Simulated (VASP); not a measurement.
# BiP (Pm-3m) in VASP: notebook

Aim: see how the results for BiP move with the level of theory and the settings. Levels: r2SCAN+D4, r2SCAN. Tasks: single point.

Program: VASP 6.6.1. These are calculated values, not measurements. Logs are shortened: lines on timing, memory, paths and dates and some standing lists are left out, and cuts for length are marked.

## (1) The cell of the first run

The structure is cubic, space group Pm-3m (No. 221). Conventional cell: a = 3.574 Å, b = 3.574 Å, c = 3.574 Å, α = 90.00°, β = 90.00°, γ = 90.00°. Within 4.1 Å of Bi (site symmetry m-3m) lie 8 P at 3.09 Å and 6 Bi at 3.57 Å. Within 4.1 Å of P (site symmetry m-3m) lie 8 Bi at 3.09 Å and 6 P at 3.57 Å.

## (2) Single point, r2SCAN+D4

The input, POSCAR:

```
BiP
1.0
    3.5737580947      0.0000000000      0.0000000000
    0.0000000000      3.5737580947      0.0000000000
    0.0000000000      0.0000000000      3.5737580947
Bi P
1 1
Direct
    0.0000000000      0.0000000000      0.0000000000
    0.5000000000      0.5000000000      0.5000000000
```

The input, INCAR.step1:

```
SYSTEM = BiP
PREC = Accurate ; ENCUT = 520
ISMEAR = -5 ; SIGMA = 0.1
LREAL = .False. ; LASPH = .True.
NELM = 80 ; NBANDS = 17
GGA = PE ; ALGO = Normal
EDIFF = 1E-4 ; LWAVE = .True.
LCHARG = .False.
```

The input, INCAR.step2:

```
SYSTEM = BiP
PREC = Accurate ; ENCUT = 520
EDIFF = 1E-6 ; ISMEAR = -5
SIGMA = 0.1 ; LREAL = .False.
LASPH = .True. ; NELM = 80
ALGO = Normal ; ISIF = 2
LWAVE = .False. ; LCHARG = .False.
METAGGA = R2SCAN ; LMIXTAU = .True.
IVDW = 13 ; VDW_S6 = 1.0
VDW_S8 = 0.6018749 ; VDW_A1 = 0.51559235
VDW_A2 = 5.77342911 ; NBANDS = 17
ISTART = 1
```

The input, KPOINTS:

```
Automatic mesh
0
Gamma
  10 10 10
  0 0 0
```

Potentials or basis: VASP PAW PBE potentials, release 64 (Bi_d, P).

The run is started by

```
$ cat potpaw_PBE.64/Bi_d/POTCAR potpaw_PBE.64/P/POTCAR > POTCAR
$ cp INCAR.step1 INCAR
$ mpirun -np 1 vasp_std > vasp.out
$ cp INCAR.step2 INCAR
$ mpirun -np 1 vasp_std > vasp.out
```

OUTCAR:

```text
SYSTEM = BiP
   PREC = Accurate
   ENCUT = 520
   EDIFF = 1E-6
   ISMEAR = -5
   LREAL = .False.
   LASPH = .True.
   NELM = 80
   ISIF = 2
   METAGGA = R2SCAN
   IVDW = 13
   ISTART = 1

 ion  position               nearest neighbor table
   1  0.000  0.000  0.000-   2 3.09   2 3.09   2 3.09   2 3.09   2 3.09   2 3.09   2 3.09   2 3.09

   2  0.500  0.500  0.500-   1 3.09   1 3.09   1 3.09   1 3.09   1 3.09   1 3.09   1 3.09   1 3.09

  LATTYP: Found a simple cubic cell.
 ALAT       =     3.5737580947

  Lattice vectors:

 A1 = (   3.5737580947,   0.0000000000,   0.0000000000)
 A2 = (   0.0000000000,   3.5737580947,   0.0000000000)
 A3 = (   0.0000000000,   0.0000000000,   3.5737580947)

Analysis of symmetry for initial positions (statically):
=====================================================================
 Subroutine PRICEL returns:
 Original cell was already a primitive cell.

 Routine SETGRP: Setting up the symmetry group for a
 simple cubic supercell.

 Subroutine GETGRP returns: Found 48 space group operations
 (whereof 48 operations were pure point group operations)
 out of a pool of 48 trial point group operations.

The static configuration has the point symmetry O_h .

Analysis of symmetry for dynamics (positions and initial velocities):
=====================================================================
 Subroutine PRICEL returns:
 Original cell was already a primitive cell.

 Routine SETGRP: Setting up the symmetry group for a
 simple cubic supercell.

 Subroutine GETGRP returns: Found 48 space group operations
 (whereof 48 operations were pure point group operations)
 out of a pool of 48 trial point group operations.

The dynamic configuration has the point symmetry O_h .

 Subroutine INISYM returns: Found 48 space group operations
 (whereof 48 operations are pure point group operations),
 and found     1 'primitive' translations

----------------------------------------------------------------------------------------

                                     Primitive cell

  volume of cell :      45.6431

  direct lattice vectors                    reciprocal lattice vectors
     3.573758095  0.000000000  0.000000000     0.279817484  0.000000000  0.000000000
     0.000000000  3.573758095  0.000000000     0.000000000  0.279817484  0.000000000
     0.000000000  0.000000000  3.573758095     0.000000000  0.000000000  0.279817484

  length of vectors
     3.573758095  3.573758095  3.573758095     0.279817484  0.279817484  0.279817484

  position of ions in fractional coordinates (direct lattice)
     0.000000000  0.000000000  0.000000000
     0.500000000  0.500000000  0.500000000

  ion indices of the primitive-cell ions
   primitive index   ion index
                 1           1
                 2           2

----------------------------------------------------------------------------------------

 KPOINTS: Automatic mesh

Automatic generation of k-mesh.
 Grid dimensions read from file:
 generate k-points for:   10   10   10

 Generating k-lattice:

  Cartesian coordinates                     Fractional coordinates (reciprocal lattice)
     0.027981748  0.000000000  0.000000000     0.100000000  0.000000000  0.000000000
     0.000000000  0.027981748  0.000000000     0.000000000  0.100000000  0.000000000
     0.000000000  0.000000000  0.027981748     0.000000000  0.000000000  0.100000000

  Length of vectors
     0.027981748  0.027981748  0.027981748

  Shift w.r.t. Gamma in fractional coordinates (k-lattice)
     0.000000000  0.000000000  0.000000000

 TETIRR: Found    492 inequivalent tetrahedra from     6000

 Subroutine IBZKPT returns following result:
 ===========================================

 Found     56 irreducible k-points:

 Following reciprocal coordinates:
            Coordinates               Weight
  0.000000  0.000000  0.000000      1.000000
  0.100000  0.000000  0.000000      6.000000
  0.200000  0.000000  0.000000      6.000000
  0.300000  0.000000  0.000000      6.000000
  0.400000  0.000000  0.000000      6.000000
  0.500000  0.000000  0.000000      3.000000
[... 16 lines left out ...]
  0.200000  0.100000  0.100000     24.000000
  0.300000  0.100000  0.100000     24.000000
 [... further k-points ...]
   k-points           NKPTS =     56   k-points in BZ     NKDIM =     56   number of bands    NBANDS=     17
   number of dos      NEDOS =    301   number of ions     NIONS =      2
   total plane-waves  NPLWV =  21952
   dimension x,y,z NGX =    28 NGY =   28 NGZ =   28
   dimension x,y,z NGXF=    56 NGYF=   56 NGZF=   56
   ions per type =               1   1
   NGX,Y,Z   is equivalent  to a cutoff of  13.03, 13.03, 13.03 a.u.
   NGXF,Y,Z  is equivalent  to a cutoff of  26.05, 26.05, 26.05 a.u.
 SYSTEM =  BiP
   PREC   = accura    normal or accurate (medium, high low for compatibility)
   ISTART =      1    job   : 0-new  1-cont  2-samecut
   ICHARG =      0    charge: 1-file 2-atom 10-const
   ISPIN  =      1    spin polarized calculation?
   LNONCOLLINEAR =      F non collinear calculations
   LSORBIT =      F    spin-orbit coupling
   LASPH  =      T    aspherical Exc in radial PAW
   ENCUT  =  520.0 eV  38.22 Ry    6.18 a.u.   6.64  6.64  6.64*2*pi/ulx,y,z
   NELM   =     80;   NELMIN=  2; NELMDL=  0     # of ELM steps
   EDIFF  = 0.1E-05   stopping-criterion for ELM
   LREAL  =      F    real-space projection
   EDIFFG = 0.1E-04   stopping-criterion for IOM
   NSW    =      0    number of steps for IOM
   IBRION =     -1    ionic relax: 0-MD 1-quasi-New 2-CG
   NFREE  =      0    steps in history (QN), initial steepest desc. (CG)
   ISIF   =      2    stress and relaxation
   ISYM   =      2    0-nonsym 1-usesym 2-fastsym
   POTIM  = 0.5000    time-step for ionic-motion
   TEBEG  =    0.0;   TEEND  =   0.0 temperature during run
   PSTRESS=    0.0 pullay stress
   NELECT =      20.0000    total number of electrons
   NUPDOWN=      -1.0000    fix difference up-down
   EMIN   =  10.00;   EMAX   =-10.00  energy-range for DOS
   EFERMI =   0.00;   METHOD = LEGACY
   ISMEAR =    -5;   SIGMA  =   0.10  broadening in eV -4-tet -1-fermi 0-gaus
   EFERMI_NEDOS =   21; number of points for ismear=-14 and -15
   IALGO  =     38    algorithm
   IMIX   =      4    mixing-type and parameters
     AMIX     =   0.40;   BMIX     =  1.00
     AMIX_MAG =   1.60;   BMIX_MAG =  1.00
  volume/ion in A,a.u.               =      22.82       154.01
  Fermi-wavevector in a.u.,A,eV,Ry     =   1.243444  2.349769 21.036699  1.546154
  Thomas-Fermi vector in A             =   2.377755
   LORBIT       =      0    0 simple, 1 ext, 2 COOP (PROOUT), +10 PAW based schemes
   METAGGA = R2SCAN    functional components
   LHFCALC =     F    Hartree Fock is set to
   AEXX    =    0.0000 exact exchange contribution
   IVDW    =    13    specifies the selected vdW correction
   LEPSILON=     F    determine dielectric tensor
   LRPA    =     F    only Hartree local field effects (RPA)
 non-spin polarized calculation
 Fermi weights with tetrahedron method with Bloechl corrections
  energy-cutoff  :      520.00
  volume of cell :       45.64
 maximum number of plane-waves:      1248
 NGX is ok and might be reduce to    28
   NGX = 13   NGY = 13   NGZ = 13

 number of electron      20.0000002 magnetization

 Free energy of the ion-electron system (eV)
  ---------------------------------------------------
  ext. energy  EPLUGINS =         0.00000000
  ---------------------------------------------------
  free energy    TOTEN  =       -66.39238452 eV

  energy without entropy =      -66.39238452  energy(sigma->0) =      -66.39238452

 E-fermi :   8.1162     XC(G=0): -11.4070

 val. band max:        8.2263247788   @ k =   0.5000   0.0000   0.0000
 cond. band min:       7.8857447861   @ k =   0.5000   0.2000   0.2000
 fundamental gap:     -0.3405799927
 Fermi energy:         8.1161501097

 k-point     1 :       0.0000    0.0000    0.0000
  band No.  band energies     occupation
      1     -15.7960      2.00000
      2     -15.7960      2.00000
      3     -15.6505      2.00000
      4     -15.6505      2.00000
      5     -15.6505      2.00000
      6      -6.5643      2.00000
[... 9 lines left out ...]
     16      20.4030      0.00000
     17      20.4030      0.00000

 k-point     2 :       0.1000    0.0000    0.0000
  band No.  band energies     occupation
      1     -15.7954      2.00000
      2     -15.7848      2.00000
      3     -15.6542      2.00000
      4     -15.6542      2.00000
      5     -15.6501      2.00000
      6      -6.4449      2.00000
[... 9 lines left out ...]
     16      20.2599      0.00000
     17      20.2600      0.00000

 k-point     3 :       0.2000    0.0000    0.0000
  band No.  band energies     occupation
      1     -15.7940      2.00000
      2     -15.7556      2.00000
      3     -15.6641      2.00000
      4     -15.6641      2.00000
      5     -15.6491      2.00000
      6      -6.0889      2.00000
[... 9 lines left out ...]
     16      19.4748      0.00000
     17      20.3308      0.00000

 k-point     4 :       0.3000    0.0000    0.0000
  band No.  band energies     occupation
      1     -15.7922      2.00000
      2     -15.7195      2.00000
      3     -15.6761      2.00000
      4     -15.6761      2.00000
      5     -15.6479      2.00000
      6      -5.5052      2.00000
[... 9 lines left out ...]
     16      17.9988      0.00000
     17      20.4747      0.00000
[... 343 lines left out ...]
      1     -15.7784      2.00000
      2     -15.7784      2.00000
      3     -15.6583      2.00000
      4     -15.6575      2.00000
      5     -15.6575      2.00000
      6      -6.2070      2.00000
[... 9 lines left out ...]
     16      19.5256      0.00000
     17      19.5256      0.00000

 k-point    23 :       0.2000    0.1000    0.1000
  band No.  band energies     occupation
      1     -15.7770      2.00000
      2     -15.7489      2.00000
      3     -15.6683      2.00000
      4     -15.6675      2.00000
      5     -15.6566      2.00000
      6      -5.8529      2.00000
[... 9 lines left out ...]
     16      18.8068      0.00000
     17      19.5753      0.00000

 k-point    24 :       0.3000    0.1000    0.1000
  band No.  band energies     occupation
      1     -15.7753      2.00000
      2     -15.7125      2.00000
      3     -15.6810      2.00000
      4     -15.6799      2.00000
      5     -15.6552      2.00000
      6      -5.2739      2.00000
[... 9 lines left out ...]
     16      18.4828      0.00000
     17      18.8864      0.00000

 [... further k-points ...]

------------------------ aborting loop because EDIFF is reached ----------------------------------------

  DFT-D4 for vdW energy calculation

  Edisp (eV):   -0.35156

  FORCE on cell =-STRESS in cart. coord.  units (eV):
  Direction    XX          YY          ZZ          XY          YZ          ZX
  --------------------------------------------------------------------------------------
  -------------------------------------------------------------------------------------
  Total      -0.23579    -0.23579    -0.23579    -0.00000    -0.00000    -0.00000
  in kB      -8.27671    -8.27671    -8.27671    -0.00000    -0.00000    -0.00000
  external pressure =       -8.28 kB  Pullay stress =        0.00 kB

 VOLUME and BASIS-vectors are now :
 -----------------------------------------------------------------------------
  energy-cutoff  :      520.00
  volume of cell :       45.64
      direct lattice vectors                 reciprocal lattice vectors
     3.573758095  0.000000000  0.000000000     0.279817484  0.000000000  0.000000000
     0.000000000  3.573758095  0.000000000     0.000000000  0.279817484  0.000000000
     0.000000000  0.000000000  3.573758095     0.000000000  0.000000000  0.279817484

 POSITION                                       TOTAL-FORCE (eV/Angst)
 -----------------------------------------------------------------------------------
      0.00000      0.00000      0.00000         0.000000      0.000000      0.000000
      1.78688      1.78688      1.78688         0.000000      0.000000      0.000000
 -----------------------------------------------------------------------------------
    total drift:                               -0.000000      0.000000     -0.000000

  FREE ENERGIE OF THE ION-ELECTRON SYSTEM (eV)
  ---------------------------------------------------
  free  energy   TOTEN  =       -66.7439482649 eV

  energy  without entropy=      -66.7439482649  energy(sigma->0) =      -66.74394826
```

It took 73 s on 1 thread of Intel Xeon 6975P-C (Granite Rapids), shared host; peak memory 0.18 GiB.

What came out:

- Free energy: -66.7439 eV
- Pressure: -0.8 GPa
- Band gap on the k mesh: zero (bands 10 and 11 overlap by 3.29 eV)
- Dispersion energy per atom: -0.176 eV

Levels at points of the mesh, in eV from the Fermi level:
| k point | band 7 | band 8 | band 9 | band 10 | band 11 | band 12 | band 13 | band 14 |
| --- | --- | --- | --- | --- | --- | --- | --- | --- |
| (0.00, 0.00, 0.00) | -6.75 | -2.01 | -2.01 | -2.01 | 4.33 | 4.33 | 6.37 | 6.37 |
| (0.50, 0.00, 0.00) | -11.18 | -0.11 | 0.11 | 0.27 | 0.27 | 1.94 | 1.94 | 5.90 |
| (0.50, 0.50, 0.00) | -9.59 | -5.85 | -5.85 | 0.73 | 3.84 | 4.38 | 4.38 | 7.34 |
| (0.50, 0.50, 0.50) | -8.88 | -2.67 | -2.67 | -2.67 | -2.56 | -2.56 | -2.56 | 16.25 |

Caveat: the PAW data sets were made with another functional, which shifts forces and pressure a little; spin-orbit coupling is left out, which moves the levels of the heavy elements; tetrahedron occupations give inexact forces and stress in metals.

## (3) Single point, r2SCAN (23.00 Å³/atom)

This run uses another cell than the first one, of 23.00 Å³/atom.

The input, POSCAR:

```
BiP
1.0
    3.5830051744      0.0000000000      0.0000000000
    0.0000000000      3.5830051744      0.0000000000
    0.0000000000      0.0000000000      3.5830051744
Bi P
1 1
Direct
    0.0000000000      0.0000000000      0.0000000000
    0.5000000000      0.5000000000      0.5000000000
```

The input, INCAR.step1:

```
SYSTEM = BiP
  PREC = Accurate
  ENCUT = 520
  ISMEAR = 0
  SIGMA = 0.05
  LREAL = .False.
  LASPH = .True.
  NELM = 60
  NBANDS = 17
  GGA = PE
  ALGO = Normal
  EDIFF = 1E-4
  LWAVE = .True.
  LCHARG = .False.
```

The input, INCAR.step2:

```
SYSTEM = BiP
  PREC = Accurate
  ENCUT = 520
  EDIFF = 1E-6
  ISMEAR = 0
  SIGMA = 0.05
  LREAL = .False.
  LASPH = .True.
  NELM = 60
  ALGO = Normal
  ISIF = 2
  LWAVE = .False.
  LCHARG = .False.
  METAGGA = R2SCAN
  LMIXTAU = .True.
  NBANDS = 17
  ISTART = 1
```

The input, KPOINTS:

```
regular mesh
0
Gamma
  10 10 10
  0 0 0
```

Potentials or basis: VASP PAW PBE potentials, release 64 (Bi_d, P).

The run is started by

```
$ cat potpaw_PBE.64/Bi_d/POTCAR potpaw_PBE.64/P/POTCAR > POTCAR
$ cp INCAR.step1 INCAR
$ mpirun -np 1 vasp_std > vasp.out
$ cp INCAR.step2 INCAR
$ mpirun -np 1 vasp_std > vasp.out
```

It took 57 s on 1 thread of Intel Xeon 6975P-C (Granite Rapids), shared host; peak memory 0.18 GiB.

It converged, with:

* Free energy: -66.3942 eV
* Pressure: -0.6 GPa
* Band gap on the k mesh: zero (bands 10 and 11 overlap by 3.24 eV)

Levels at points of the mesh, in eV from the Fermi level:
```tsv
k point	band 6	band 7	band 8	band 9	band 10	band 11	band 12	band 13	band 14	band 15
(0.00, 0.00, 0.00)	-14.68	-6.86	-2.06	-2.06	-2.06	4.28	4.28	6.24	6.24	6.24
(0.50, 0.00, 0.00)	-12.24	-11.22	-0.21	0.02	0.19	0.19	1.87	1.87	5.85	8.17
(0.50, 0.50, 0.00)	-10.73	-9.66	-5.87	-5.87	0.64	3.74	4.28	4.28	7.25	8.35
(0.50, 0.50, 0.50)	-9.52	-8.95	-2.72	-2.72	-2.72	-2.60	-2.60	-2.60	16.07	16.07
```

Caveat: the PAW data sets were made with another functional, which shifts forces and pressure a little; spin-orbit coupling is left out, which moves the levels of the heavy elements.
